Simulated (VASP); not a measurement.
# SrHfCl6 (R-3) in VASP: single point with PBEsol

Aim: the single point of SrHfCl6 with PBEsol.

Everything below comes from runs of VASP 6.6.1. Logs are shortened: lines on timing, memory, paths and dates and some standing lists are left out, and cuts for length are marked.

**1. The cell of the first run**

The structure is trigonal, space group R-3 (No. 148). Conventional cell: a = 6.563 Å, b = 6.563 Å, c = 18.173 Å, α = 90.00°, β = 90.00°, γ = 120.00°. Within 3.8 Å of Sr (site symmetry -3) lie 6 Cl at 2.89 Å. Within 3.2 Å of Hf (site symmetry -3) lie 6 Cl at 2.44 Å. Cl (site symmetry 1) has 1 Hf at 2.44 Å and 1 Sr at 2.89 Å within 3.2 Å.

**2. Single point, PBEsol**

INCAR

```
PREC     = Accurate       # precision mode
ENCUT    = 520            # plane-wave cutoff, eV
EDIFF    = 1E-7           # SCF threshold, eV
ISMEAR   = -1             # smearing method
SIGMA    = 0.03           # smearing width, eV
LREAL    = F              # projectors in reciprocal space
LASPH    = T              # aspherical terms in the spheres
NELM     = 80             # most SCF steps
ALGO     = Normal         # electronic algorithm
ISIF     = 2              # what is computed and relaxed
LWAVE    = F              # write WAVECAR
LCHARG   = T              # write CHGCAR
GGA      = PS             # functional
LELF     = T              # ELF
LVHAR    = T            
NBANDS   = 41             # bands
```

KPOINTS

```
Automatic mesh
0
Gamma
  4 4 4
```

POSCAR

```
SrHfCl6
1.0
    3.2815271494      1.8945905813      6.0578117765
   -3.2815271494      1.8945905813      6.0578117765
    0.0000000000     -3.7891811678      6.0578117748
Sr Hf Cl
1 1 6
Direct
    0.5000000000      0.5000000000      0.5000000000
    0.0000000000      0.0000000000      0.0000000000
    0.6079482291      0.9437301542      0.2171504373
    0.9437301542      0.2171504373      0.6079482291
    0.7828495627      0.3920517709      0.0562698458
    0.0562698458      0.7828495627      0.3920517709
    0.3920517709      0.0562698458      0.7828495627
    0.2171504373      0.6079482291      0.9437301542
```

Potentials or basis: VASP PAW PBE potentials, release 64 (Sr_sv, Hf_pv, Cl).

Command:

```
$ cat potpaw_PBE.64/Sr_sv/POTCAR potpaw_PBE.64/Hf_pv/POTCAR potpaw_PBE.64/Cl/POTCAR > POTCAR
$ mpirun -np 1 vasp_std > vasp.out
```

OUTCAR:

```text
PREC = Accurate
   ENCUT = 520
   EDIFF = 1E-7
   ISMEAR = -1
   LREAL = F
   LASPH = T
   NELM = 80
   ISIF = 2
   GGA = PS

 ion  position               nearest neighbor table
   1  0.500  0.500  0.500-   5 2.89   8 2.89   7 2.89   3 2.89   4 2.89   6 2.89
   2  0.000  0.000  0.000-   4 2.44   6 2.44   3 2.44   7 2.44   5 2.44   8 2.44
   3  0.608  0.944  0.217-   2 2.44   1 2.89
   4  0.944  0.217  0.608-   2 2.44   1 2.89
   5  0.783  0.392  0.056-   2 2.44   1 2.89
   6  0.056  0.783  0.392-   2 2.44   1 2.89
   7  0.392  0.056  0.783-   2 2.44   1 2.89
   8  0.217  0.608  0.944-   2 2.44   1 2.89

  LATTYP: Found a trigonal (rhomboedric) cell.
 ALAT       =     7.1452765812
 COS(alpha) =     0.5781637374

  Lattice vectors:

 A1 = (   3.2815271494,   1.8945905813,   6.0578117765)
 A2 = (  -3.2815271494,   1.8945905813,   6.0578117765)
 A3 = (   0.0000000000,  -3.7891811678,   6.0578117748)

Analysis of symmetry for initial positions (statically):
=====================================================================
 Subroutine PRICEL returns:
 Original cell was already a primitive cell.

 Routine SETGRP: Setting up the symmetry group for a
 trigonal (rhombohedral) supercell.

 Subroutine GETGRP returns: Found  6 space group operations
 (whereof  6 operations were pure point group operations)
 out of a pool of 12 trial point group operations.

The static configuration has the point symmetry S_6 .

Analysis of symmetry for dynamics (positions and initial velocities):
=====================================================================
 Subroutine PRICEL returns:
 Original cell was already a primitive cell.

 Routine SETGRP: Setting up the symmetry group for a
 trigonal (rhombohedral) supercell.

 Subroutine GETGRP returns: Found  6 space group operations
 (whereof  6 operations were pure point group operations)
 out of a pool of 12 trial point group operations.

The dynamic configuration has the point symmetry S_6 .

 Subroutine INISYM returns: Found  6 space group operations
 (whereof  6 operations are pure point group operations),
 and found     1 'primitive' translations

----------------------------------------------------------------------------------------

                                     Primitive cell

  volume of cell :     225.9740

  direct lattice vectors                    reciprocal lattice vectors
     3.281527149  1.894590581  6.057811777     0.152368083  0.087969754  0.055025370
    -3.281527149  1.894590581  6.057811777    -0.152368083  0.087969754  0.055025370
     0.000000000 -3.789181168  6.057811775     0.000000000 -0.175939507  0.055025370

  length of vectors
     7.145276581  7.145276581  7.145276581     0.184343434  0.184343434  0.184343434

  position of ions in fractional coordinates (direct lattice)
     0.500000000  0.500000000  0.500000000
     0.000000000  0.000000000  0.000000000
     0.607948229  0.943730154  0.217150437
     0.943730154  0.217150437  0.607948229
     0.782849563  0.392051771  0.056269846
     0.056269846  0.782849563  0.392051771
     0.392051771  0.056269846  0.782849563
     0.217150437  0.607948229  0.943730154

  ion indices of the primitive-cell ions
   primitive index   ion index
                 1           1
                 2           2
                 3           3
                 4           4
                 5           5
                 6           6
                 7           7
                 8           8

----------------------------------------------------------------------------------------

 KPOINTS: Automatic mesh

Automatic generation of k-mesh.
 Grid dimensions read from file:
 generate k-points for:    4    4    4

 Generating k-lattice:

  Cartesian coordinates                     Fractional coordinates (reciprocal lattice)
     0.038092021  0.021992438  0.013756342     0.250000000 -0.000000000  0.000000000
    -0.038092021  0.021992438  0.013756342    -0.000000000  0.250000000  0.000000000
     0.000000000 -0.043984877  0.013756342    -0.000000000 -0.000000000  0.250000000

  Length of vectors
     0.046085858  0.046085858  0.046085858

  Shift w.r.t. Gamma in fractional coordinates (k-lattice)
     0.000000000  0.000000000  0.000000000

 Subroutine IBZKPT returns following result:
 ===========================================

 Found     14 irreducible k-points:

 Following reciprocal coordinates:
            Coordinates               Weight
  0.000000  0.000000  0.000000      1.000000
  0.250000  0.000000 -0.000000      6.000000
  0.500000  0.000000 -0.000000      3.000000
  0.250000  0.250000 -0.000000      6.000000
  0.500000  0.250000 -0.000000      6.000000
  0.500000  0.000000 -0.250000      6.000000
 -0.250000  0.250000  0.000000      6.000000
  0.500000  0.500000 -0.000000      3.000000
  0.250000  0.250000  0.250000      2.000000
  0.500000  0.250000  0.250000      6.000000
 -0.250000  0.250000  0.250000      6.000000
  0.500000  0.500000  0.250000      6.000000
 -0.250000  0.500000  0.250000      6.000000
  0.500000  0.500000  0.500000      1.000000
   k-points           NKPTS =     14   k-points in BZ     NKDIM =     14   number of bands    NBANDS=     41
   number of dos      NEDOS =    301   number of ions     NIONS =      8
   total plane-waves  NPLWV = 157464
   dimension x,y,z NGX =    54 NGY =   54 NGZ =   54
   dimension x,y,z NGXF=   108 NGYF=  108 NGZF=  108
   ions per type =               1   1   6
   NGX,Y,Z   is equivalent  to a cutoff of  12.56, 12.56, 12.56 a.u.
   NGXF,Y,Z  is equivalent  to a cutoff of  25.13, 25.13, 25.13 a.u.
 SYSTEM =  unknown system
   PREC   = accura    normal or accurate (medium, high low for compatibility)
   ISTART =      0    job   : 0-new  1-cont  2-samecut
   ICHARG =      2    charge: 1-file 2-atom 10-const
   ISPIN  =      1    spin polarized calculation?
   LNONCOLLINEAR =      F non collinear calculations
   LSORBIT =      F    spin-orbit coupling
   LASPH  =      T    aspherical Exc in radial PAW
   ENCUT  =  520.0 eV  38.22 Ry    6.18 a.u.  13.29 13.29 13.29*2*pi/ulx,y,z
   NELM   =     80;   NELMIN=  2; NELMDL= -5     # of ELM steps
   EDIFF  = 0.1E-06   stopping-criterion for ELM
   LREAL  =      F    real-space projection
   EDIFFG = 0.1E-05   stopping-criterion for IOM
   NSW    =      0    number of steps for IOM
   IBRION =     -1    ionic relax: 0-MD 1-quasi-New 2-CG
   NFREE  =      0    steps in history (QN), initial steepest desc. (CG)
   ISIF   =      2    stress and relaxation
   ISYM   =      2    0-nonsym 1-usesym 2-fastsym
   POTIM  = 0.5000    time-step for ionic-motion
   TEBEG  =    0.0;   TEEND  =   0.0 temperature during run
   PSTRESS=    0.0 pullay stress
   NELECT =      62.0000    total number of electrons
   NUPDOWN=      -1.0000    fix difference up-down
   EMIN   =  10.00;   EMAX   =-10.00  energy-range for DOS
   EFERMI =   0.00;   METHOD = LEGACY
   ISMEAR =    -1;   SIGMA  =   0.03  broadening in eV -4-tet -1-fermi 0-gaus
   EFERMI_NEDOS =   21; number of points for ismear=-14 and -15
   IALGO  =     38    algorithm
   IMIX   =      4    mixing-type and parameters
     AMIX     =   0.40;   BMIX     =  1.00
     AMIX_MAG =   1.60;   BMIX_MAG =  1.00
  volume/ion in A,a.u.               =      28.25       190.62
  Fermi-wavevector in a.u.,A,eV,Ry     =   1.063782  2.010256 15.396787  1.131632
  Thomas-Fermi vector in A             =   2.199278
   LORBIT       =      0    0 simple, 1 ext, 2 COOP (PROOUT), +10 PAW based schemes
   GGA     = PS    functional components
   LHFCALC =     F    Hartree Fock is set to
   AEXX    =    0.0000 exact exchange contribution
   IVDW    =     0    specifies the selected vdW correction
   LEPSILON=     F    determine dielectric tensor
   LRPA    =     F    only Hartree local field effects (RPA)
 non-spin polarized calculation
  energy-cutoff  :      520.00
  volume of cell :      225.97
 maximum number of plane-waves:      6104
 NGX is ok and might be reduce to    54
   NGX = 27   NGY = 27   NGZ = 27

 number of electron      62.0000003 magnetization

 Free energy of the ion-electron system (eV)
  ---------------------------------------------------
  ext. energy  EPLUGINS =         0.00000000
  ---------------------------------------------------
  free energy    TOTEN  =       -40.79641212 eV

  energy without entropy =      -40.79641212  energy(sigma->0) =      -40.79641212

 E-fermi :   0.1331     XC(G=0):  -8.3757

 val. band max:       -0.6181497560   @ k =   0.5000   0.0000  -0.0000
 cond. band min:       3.4652269076   @ k =   0.5000   0.5000  -0.0000
 fundamental gap:      4.0833766636
 Fermi energy:         0.1331387894

 k-point     1 :       0.0000    0.0000    0.0000
  band No.  band energies     occupation
      1     -33.3836      2.00000
      2     -30.3035      2.00000
      3     -30.3035      2.00000
      4     -30.2850      2.00000
      5     -15.5620      2.00000
      6     -15.5620      2.00000
[... 33 lines left out ...]
     40       7.4130      0.00000
     41       7.4299      0.00000

 k-point     2 :       0.2500    0.0000   -0.0000
  band No.  band energies     occupation
      1     -33.3836      2.00000
      2     -30.3036      2.00000
      3     -30.3035      2.00000
      4     -30.2850      2.00000
      5     -15.5818      2.00000
      6     -15.5673      2.00000
[... 33 lines left out ...]
     40       7.0665      0.00000
     41       7.9734      0.00000

 k-point     3 :       0.5000    0.0000   -0.0000
  band No.  band energies     occupation
      1     -33.3836      2.00000
      2     -30.3036      2.00000
      3     -30.3036      2.00000
      4     -30.2850      2.00000
      5     -15.6003      2.00000
      6     -15.5726      2.00000
[... 435 lines left out ...]
      2     -30.3036      2.00000
      3     -30.3036      2.00000
      4     -30.2850      2.00000
      5     -15.5808      2.00000
      6     -15.5750      2.00000
[... 33 lines left out ...]
     40       7.4039      0.00000
     41       7.5115      0.00000

 k-point    14 :       0.5000    0.5000    0.5000
  band No.  band energies     occupation
      1     -33.3836      2.00000
      2     -30.3035      2.00000
      3     -30.3035      2.00000
      4     -30.2851      2.00000
      5     -15.5835      2.00000
      6     -15.5679      2.00000
[... 33 lines left out ...]
     40       7.1777      0.00000
     41       7.3352      0.00000

------------------------ aborting loop because EDIFF is reached ----------------------------------------

  FORCE on cell =-STRESS in cart. coord.  units (eV):
  Direction    XX          YY          ZZ          XY          YZ          ZX
  --------------------------------------------------------------------------------------
  -------------------------------------------------------------------------------------
  Total       -0.3424707     -0.3424707     -0.3092401     -0.0000000     -0.0000000      0.0000000
  in kB       -2.4281506     -2.4281506     -2.1925424     -0.0000000     -0.0000000      0.0000000
  external PRESSURE =      -2.3496145 kB  Pullay stress =       0.0000000 kB

 VOLUME and BASIS-vectors are now :
 -----------------------------------------------------------------------------
  energy-cutoff  :      520.00
  volume of cell :      225.97
      direct lattice vectors                 reciprocal lattice vectors
     3.281527149  1.894590581  6.057811777     0.152368083  0.087969754  0.055025370
    -3.281527149  1.894590581  6.057811777    -0.152368083  0.087969754  0.055025370
     0.000000000 -3.789181168  6.057811775     0.000000000 -0.175939507  0.055025370

 POSITION                                       TOTAL-FORCE (eV/Angst)
 -----------------------------------------------------------------------------------
      0.00000     -0.00000      9.08672        -0.000000     -0.000000     -0.000000
      0.00000      0.00000      0.00000        -0.000000     -0.000000      0.000000
     -1.10188      2.11697     10.71523         0.022829      0.060888      0.050824
      2.38429     -0.10423     10.71523         0.041316     -0.050215      0.050824
      1.28241      2.01274      7.45820         0.064145      0.010674     -0.050824
     -2.38429      0.10423      7.45820        -0.041316      0.050215     -0.050824
      1.10188     -2.11697      7.45820        -0.022829     -0.060888     -0.050824
     -1.28241     -2.01274     10.71523        -0.064145     -0.010674      0.050824
 -----------------------------------------------------------------------------------
    total drift:                                0.000000      0.000000      0.000000

  FREE ENERGIE OF THE ION-ELECTRON SYSTEM (eV)
  ---------------------------------------------------
  free  energy   TOTEN  =       -40.7964121212 eV

  energy  without entropy=      -40.7964121211  energy(sigma->0) =      -40.79641212
```

Wall time 4.5 min (1 thread of Intel Xeon Platinum 8488C (Sapphire Rapids), shared host); peak memory 0.45 GiB.

Results:

* Free energy: -40.7964 eV
* Pressure: -0.2 GPa
* Largest force: 0.083 eV/Å
* Band gap on the k mesh: 4.08 eV (least direct gap 4.19 eV)

Forces on the atoms (eV/Å):
```
Sr   0.000  0.000  0.000
Hf   0.000  0.000  0.000
Cl   0.023  0.061  0.051
Cl   0.041 -0.050  0.051
Cl   0.064  0.011 -0.051
Cl  -0.041  0.050 -0.051
Cl  -0.023 -0.061 -0.051
Cl  -0.064 -0.011  0.051
```

Caveat: the PAW data sets were made with another functional, which shifts forces and pressure a little; spin-orbit coupling is left out, which moves the levels of the heavy elements. A k mesh can miss the band edges.
